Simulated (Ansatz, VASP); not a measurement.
## One calculation of MgCd3Te4, two programs

```xyz
8
Lattice="6.4010 0.0000 0.0000 0.0000 6.4010 0.0000 0.0000 0.0000 6.4010" Properties=species:S:1:pos:R:3 pbc="T T T"
Mg    0.0000    0.0000    0.0000
Te    1.5833    1.5833    1.5833
Te    4.8177    4.8177    1.5833
Te    4.8177    1.5833    4.8177
Te    1.5833    4.8177    4.8177
Cd    3.2005    3.2005    0.0000
Cd    3.2005    0.0000    3.2005
Cd    0.0000    3.2005    3.2005
```

Alike in both runs: task single point; functional r2SCAN; k mesh 4 × 4 × 4; no spin polarisation.

```csv
,VASP,Ansatz
version,VASP 6.6.1,Ansatz 0.2.0
potentials or method,"VASP PAW PBE potentials, release 64 (Mg, Te, Cd)","plane waves, PAW"
plane-wave cutoff (eV),520,500
occupations,"gaussian, width 0.01 eV",fixed
valence electrons in the cell,62,134
```

```csv
,VASP,Ansatz,Ansatz less VASP
gap on the k mesh at the Fermi level (eV),1.82,1.83,+0.006
pressure (GPa),2.9,2.8,-0.08
rms of the force components (eV/Å),0.030,0.020,-0.0102
```

VASP's potentials were made for PBE, not for r2SCAN. VASP's potentials hold 62 valence electrons a cell and Ansatz's 134, so a difference there can come from the potentials and not from the codes.

Neither program's run includes spin-orbit coupling.
